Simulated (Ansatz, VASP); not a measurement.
**Two plane-wave programs on Ti**

```
Ti
1.0
     0.00000    2.00458    2.00458
     2.00458    0.00000    2.00458
     2.00458    2.00458    0.00000
Ti
1
Direct
  0.00000 0.00000 0.00000
```

Alike in both runs: functional LDA; k mesh 20 × 20 × 20; occupations fermi-dirac, width 0.15 eV; no spin polarisation.

Ansatz relaxed the structure, and its values are those at the end. VASP's run is a single point on that final structure, the one shown.

|  | VASP | Ansatz |
| --- | --- | --- |
| version | VASP 6.6.1 | Ansatz 0.2.0 |
| potentials or method | VASP PAW LDA potentials, release 64 (Ti_sv), cutoff 520 eV | scalar-relativistic, plane waves, PAW |
| valence electrons in the cell | 12 | 12 |

|  | VASP | Ansatz | Ansatz less VASP |
| --- | --- | --- | --- |
| gap on the k mesh at the Fermi level (eV) | none | none | - |
| pressure (GPa) | -0.5 | 0.0 | +0.50 |

LDA's correlation is that of Perdew and Zunger in VASP and of Perdew and Wang (1992) in Ansatz. A gap of «none» marks a metal or a gap that the smearing closes.
